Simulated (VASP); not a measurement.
# KBr (Fm-3m) in VASP: settings compared, part 2 of 2

VASP 6.6.1. The steps go on from the part before.

### Step 3. Single point, PBE0

This run uses another cell than the first one, of 36.95 Å³/atom.

POSCAR

```
KBr
1.0
    0.0000000000      3.3307499596      3.3307499596
    3.3307499596      0.0000000000      3.3307499596
    3.3307499596      3.3307499596      0.0000000000
Br K
1 1
Direct
    0.5000000000      0.5000000000      0.5000000000
    0.0000000000      0.0000000000      0.0000000000
```

INCAR.step1

```
SYSTEM = KBr
ALGO = Normal
EDIFF = 1E-5
ENCUT = 520
GGA = PE
ISIF = 2
ISMEAR = -1
LASPH = .True.
LCHARG = .False.
LREAL = .False.
LWAVE = .True.
NBANDS = 15
NELM = 100
PREC = Accurate
SIGMA = 0.05
```

INCAR.step2

```
SYSTEM = KBr
AEXX = 0.25
ALGO = Normal
EDIFF = 1E-6
ENCUT = 520
GGA = PE
ISIF = 2
ISMEAR = -1
ISTART = 1
LASPH = .True.
LCHARG = .False.
LHFCALC = .True.
LREAL = .False.
LWAVE = .False.
NBANDS = 15
NELM = 100
PREC = Accurate
PRECFOCK = Normal
SIGMA = 0.05
```

KPOINTS

```
k-points
0
Gamma
  4 4 4
  0 0 0
```

Potentials or basis: VASP PAW PBE potentials, release 64 (Br, K_sv).

Launch:

```bash
cat potpaw_PBE.64/Br/POTCAR potpaw_PBE.64/K_sv/POTCAR > POTCAR
cp INCAR.step1 INCAR
mpirun -np 1 vasp_std > vasp.out
cp INCAR.step2 INCAR
mpirun -np 1 vasp_std > vasp.out
```

OUTCAR:

```text
SYSTEM = KBr
   AEXX = 0.25
   EDIFF = 1E-6
   ENCUT = 520
   GGA = PE
   ISIF = 2
   ISMEAR = -1
   ISTART = 1
   LASPH = .True.
   LHFCALC = .True.
   LREAL = .False.
   NELM = 100
   PREC = Accurate
   PRECFOCK = Normal

 ion  position               nearest neighbor table
   1  0.500  0.500  0.500-
   2  0.000  0.000  0.000-

  LATTYP: Found a face centered cubic cell.
 ALAT       =     6.6614999192

  Lattice vectors:

 A1 = (   0.0000000000,   3.3307499596,   3.3307499596)
 A2 = (   3.3307499596,   0.0000000000,   3.3307499596)
 A3 = (   3.3307499596,   3.3307499596,   0.0000000000)

Analysis of symmetry for initial positions (statically):
=====================================================================
 Subroutine PRICEL returns:
 Original cell was already a primitive cell.

 Routine SETGRP: Setting up the symmetry group for a
 face centered cubic supercell.

 Subroutine GETGRP returns: Found 48 space group operations
 (whereof 48 operations were pure point group operations)
 out of a pool of 48 trial point group operations.

The static configuration has the point symmetry O_h .

Analysis of symmetry for dynamics (positions and initial velocities):
=====================================================================
 Subroutine PRICEL returns:
 Original cell was already a primitive cell.

 Routine SETGRP: Setting up the symmetry group for a
 face centered cubic supercell.

 Subroutine GETGRP returns: Found 48 space group operations
 (whereof 48 operations were pure point group operations)
 out of a pool of 48 trial point group operations.

The dynamic configuration has the point symmetry O_h .

 Subroutine INISYM returns: Found 48 space group operations
 (whereof 48 operations are pure point group operations),
 and found     1 'primitive' translations

----------------------------------------------------------------------------------------

                                     Primitive cell

  volume of cell :      73.9020

  direct lattice vectors                    reciprocal lattice vectors
     0.000000000  3.330749960  3.330749960    -0.150116342  0.150116342  0.150116342
     3.330749960  0.000000000  3.330749960     0.150116342 -0.150116342  0.150116342
     3.330749960  3.330749960  0.000000000     0.150116342  0.150116342 -0.150116342

  length of vectors
     4.710391766  4.710391766  4.710391766     0.260009131  0.260009131  0.260009131

  position of ions in fractional coordinates (direct lattice)
     0.500000000  0.500000000  0.500000000
     0.000000000  0.000000000  0.000000000

  ion indices of the primitive-cell ions
   primitive index   ion index
                 1           1
                 2           2

----------------------------------------------------------------------------------------

 KPOINTS: k-points

Automatic generation of k-mesh.
 Grid dimensions read from file:
 generate k-points for:    4    4    4

 Generating k-lattice:

  Cartesian coordinates                     Fractional coordinates (reciprocal lattice)
    -0.037529085  0.037529085  0.037529085     0.250000000  0.000000000  0.000000000
     0.037529085 -0.037529085  0.037529085     0.000000000  0.250000000  0.000000000
[... 29 lines left out ...]
   NGX,Y,Z   is equivalent  to a cutoff of  12.71, 12.71, 12.71 a.u.
   NGXF,Y,Z  is equivalent  to a cutoff of  25.41, 25.41, 25.41 a.u.
 SYSTEM =  KBr
   PREC   = accura    normal or accurate (medium, high low for compatibility)
   ISTART =      1    job   : 0-new  1-cont  2-samecut
   ICHARG =      0    charge: 1-file 2-atom 10-const
   ISPIN  =      1    spin polarized calculation?
   LNONCOLLINEAR =      F non collinear calculations
   LSORBIT =      F    spin-orbit coupling
   LASPH  =      T    aspherical Exc in radial PAW
   ENCUT  =  520.0 eV  38.22 Ry    6.18 a.u.   8.76  8.76  8.76*2*pi/ulx,y,z
   NELM   =    100;   NELMIN=  2; NELMDL=  0     # of ELM steps
   EDIFF  = 0.1E-05   stopping-criterion for ELM
   LREAL  =      F    real-space projection
   EDIFFG = 0.1E-04   stopping-criterion for IOM
   NSW    =      0    number of steps for IOM
   IBRION =     -1    ionic relax: 0-MD 1-quasi-New 2-CG
   NFREE  =      0    steps in history (QN), initial steepest desc. (CG)
   ISIF   =      2    stress and relaxation
   ISYM   =      3    0-nonsym 1-usesym 2-fastsym
   POTIM  = 0.5000    time-step for ionic-motion
   TEBEG  =    0.0;   TEEND  =   0.0 temperature during run
   PSTRESS=    0.0 pullay stress
   NELECT =      16.0000    total number of electrons
   NUPDOWN=      -1.0000    fix difference up-down
   EMIN   =  10.00;   EMAX   =-10.00  energy-range for DOS
   EFERMI =   0.00;   METHOD = LEGACY
   ISMEAR =    -1;   SIGMA  =   0.05  broadening in eV -4-tet -1-fermi 0-gaus
   EFERMI_NEDOS =   21; number of points for ismear=-14 and -15
   IALGO  =     38    algorithm
   IMIX   =      1    mixing-type and parameters
     AMIX     =   0.40;   BMIX     =  1.00
     AMIX_MAG =   1.60;   BMIX_MAG =  1.00
  volume/ion in A,a.u.               =      36.95       249.36
  Fermi-wavevector in a.u.,A,eV,Ry     =   0.983021  1.857640 13.147722  0.966330
  Thomas-Fermi vector in A             =   2.114148
   LORBIT       =      0    0 simple, 1 ext, 2 COOP (PROOUT), +10 PAW based schemes
   GGA     = PE    functional components
   LHFCALC =     T    Hartree Fock is set to
   PRECFOCK=normal    Normal, Fast or Accurate (Low or Medium for compatibility)
   ENCUT4O =  -1.0   cutoff for four orbital integrals eV
   NKREDX  =     1    reduce k-point grid by
   NKREDY  =     1    reduce k-point grid by
   NKREDZ  =     1    reduce k-point grid by
   AEXX    =    0.2500 exact exchange contribution
   HFSCREEN=    0.0000 screening length (either q_TF or 0.3 A-1)
   HFSCREENC=   0.0000 screening length for correlation (either q_TF or 0.3 A-1)
   ENCUTFOCK=  -1.0 apply spherical cutoff to Coloumb kernel
   IVDW    =     0    specifies the selected vdW correction
   LEPSILON=     F    determine dielectric tensor
   LRPA    =     F    only Hartree local field effects (RPA)
 non-spin polarized calculation
  energy-cutoff  :      520.00
  volume of cell :       73.90
 maximum number of plane-waves:      2012
  NGX = 28; NGY = 28; NGZ = 28

 number of electron      15.9999997 magnetization

 Free energy of the ion-electron system (eV)
  ---------------------------------------------------
  ext. energy  EPLUGINS =         0.00000000
  ---------------------------------------------------
  free energy    TOTEN  =        -7.69124337 eV

  energy without entropy =       -7.69124337  energy(sigma->0) =       -7.69124337

 E-fermi :  -1.9452     XC(G=0):  -5.7190

 val. band max:       -3.1154543055   @ k =   0.0000   0.0000   0.0000
 cond. band min:       3.1351108686   @ k =   0.0000   0.0000   0.0000
 fundamental gap:      6.2505651741
 Fermi energy:        -1.9451580726

 k-point     1 :       0.0000    0.0000    0.0000
  band No.  band energies     occupation
      1     -33.1757      2.00000
      2     -16.4362      2.00000
      3     -15.2865      2.00000
      4     -15.2865      2.00000
      5     -15.2865      2.00000
      6      -3.1155      2.00000
      7      -3.1155      2.00000
      8      -3.1155      2.00000
      9       3.1351      0.00000
     10       6.6085      0.00000
     11       6.6085      0.00000
     12       6.6085      0.00000
     13       7.5500      0.00000
     14       7.5500      0.00000
[... 113 lines left out ...]
      2     -16.4225      2.00000
      3     -15.3451      2.00000
      4     -15.3451      2.00000
      5     -15.1928      2.00000
      6      -3.7274      2.00000
      7      -3.7274      2.00000
      8      -3.6554      2.00000
      9       6.2515      0.00000
     10       6.2515      0.00000
     11       7.1317      0.00000
     12       8.0416      0.00000
     13       9.7133      0.00000
     14      10.1600      0.00000
     15      10.3245      0.00000

------------------------ aborting loop because EDIFF is reached ----------------------------------------

  FORCE on cell =-STRESS in cart. coord.  units (eV):
  Direction    XX          YY          ZZ          XY          YZ          ZX
  --------------------------------------------------------------------------------------
  -------------------------------------------------------------------------------------
  Total       -0.0021396     -0.0021396     -0.0021396      0.0000000      0.0000000      0.0000000
  in kB       -0.0463861     -0.0463861     -0.0463861      0.0000000      0.0000000      0.0000000
  external PRESSURE =      -0.0463861 kB  Pullay stress =       0.0000000 kB

 VOLUME and BASIS-vectors are now :
 -----------------------------------------------------------------------------
  energy-cutoff  :      520.00
  volume of cell :       73.90
      direct lattice vectors                 reciprocal lattice vectors
     0.000000000  3.330749960  3.330749960    -0.150116342  0.150116342  0.150116342
     3.330749960  0.000000000  3.330749960     0.150116342 -0.150116342  0.150116342
     3.330749960  3.330749960  0.000000000     0.150116342  0.150116342 -0.150116342

 POSITION                                       TOTAL-FORCE (eV/Angst)
 -----------------------------------------------------------------------------------
      3.33075      3.33075      3.33075        -0.000000      0.000000     -0.000000
      0.00000      0.00000      0.00000         0.000000      0.000000      0.000000
 -----------------------------------------------------------------------------------
    total drift:                               -0.000000     -0.000000     -0.000000

  FREE ENERGIE OF THE ION-ELECTRON SYSTEM (eV)
  ---------------------------------------------------
  free  energy   TOTEN  =        -7.6912433682 eV

  energy  without entropy=       -7.6912433682  energy(sigma->0) =       -7.69124337
```

Run time: 10 min. Hardware: 1 thread of Intel Xeon Platinum 8488C (Sapphire Rapids), shared host; peak memory 0.22 GiB.

What came out:

| Quantity | Value |
| --- | --- |
| Free energy | -7.6912 eV |
| Pressure | 0.0 GPa |
| Band gap on the k mesh | 6.25 eV |

Caveat: the PAW data sets were made with another functional, which shifts forces and pressure a little.
